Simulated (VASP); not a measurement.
Here is a VASP 6.6.1 calculation.

Contents of INCAR:

```
SYSTEM = Rb3NaO2
ALGO = Normal
EDIFF = 1E-6
ENCUT = 520
GGA = PE
ISIF = 2
ISMEAR = 0
LASPH = .TRUE.
LCHARG = .TRUE.
LELF = .TRUE.
LREAL = .FALSE.
LVHAR = .TRUE.
LWAVE = .FALSE.
NBANDS = 58
NELM = 60
PREC = Accurate
SIGMA = 0.1
```

File KPOINTS:

```
k-points
0
G
  4 2 1
  0 0 0
```

The input POSCAR:

```
Rb3NaO2
1.0
   -0.0026757616      4.1623783291     -0.0002568733
   -0.9239707340      0.0002420628      6.1691121106
   12.4837531358     -0.0078425950      0.0534016398
Rb Na O
6 2 4
Direct
    0.5002065533      0.5059894349      0.2089396368
    0.5001933227      0.5062810717      0.7084966103
   -0.0004828545      0.0642966990      0.3019442100
   -0.0004661212      0.0639228508      0.8013725540
   -0.0000294150      0.6914230865      0.4882214875
    0.0002980705      0.6899134108      0.9875106922
    0.5001746724      0.1291999318      0.0206497752
    0.5001338972      0.1292958202      0.5209214822
    0.0002482613      0.2705626670      0.0909635490
    0.0001891904      0.2701957410      0.5916164447
    0.4995837735      0.8418617637      0.3768772296
    0.4999506494      0.8416506229      0.8769881282
```

Potentials or basis: VASP PAW PBE potentials, release 64 (Rb_sv, Na_pv, O).

Launch:

```bash
$ cat potpaw_PBE.64/Rb_sv/POTCAR potpaw_PBE.64/Na_pv/POTCAR potpaw_PBE.64/O/POTCAR > POTCAR
$ mpirun -np 1 vasp_std > vasp.out
```

Q: Predict the band gap on the k mesh.

A: 0.60 eV.

Q: What does it give for the pressure?

A: 0.2 GPa.

Q: Predict the largest force.

A: 0.026 eV/Å.

Forces on the atoms (eV/Å):
```
Rb  -0.011  0.000 -0.006
Rb   0.011  0.000  0.003
Rb  -0.020  0.001  0.012
Rb   0.004  0.002  0.011
Rb   0.005  0.000 -0.006
Rb   0.017  0.000 -0.002
Na   0.006  0.000  0.004
Na   0.004 -0.001  0.005
O    0.009  0.000  0.002
O   -0.014  0.000 -0.006
O    0.010  0.000 -0.007
O   -0.023 -0.002 -0.011
```

Caveat: the k points lie up to 0.51 Å⁻¹ apart; semilocal functionals underestimate gaps, and a narrow one can read as zero. A k mesh can miss the band edges.
